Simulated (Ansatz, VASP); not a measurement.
## One calculation of TePb, two programs

```
Pb Te
1.0
     0.00000    3.26784    3.26784
     3.26784    0.00000    3.26784
     3.26784    3.26784    0.00000
Pb Te
1 1
Direct
  0.00000 0.00000 0.00000
  0.50000 0.50000 0.50000
```

Alike in both runs: task single point; functional PBE; k mesh 8 × 8 × 8; occupations fermi-dirac, width 0.02 eV; no spin polarisation.

|  | VASP | Ansatz |
| --- | --- | --- |
| version | VASP 6.6.1 | Ansatz 0.2.0 |
| potentials or method | VASP PAW PBE potentials, release 64 (Pb_d, Te) | plane waves, PAW |
| plane-wave cutoff (eV) | 520 | 420 |
| valence electrons in the cell | 20 | 30 |

|  | VASP | Ansatz | Ansatz less VASP |
| --- | --- | --- | --- |
| gap on the k mesh at the Fermi level (eV) | 0.80 | 0.80 | -0.004 |
| pressure (GPa) | 0.6 | 0.6 | +0.04 |

With one functional, cell and mesh, what is left measures potentials, basis and numerics. VASP's potentials hold 20 valence electrons a cell and Ansatz's 30, so a difference there can come from the potentials and not from the codes.

Neither program's run includes spin-orbit coupling.
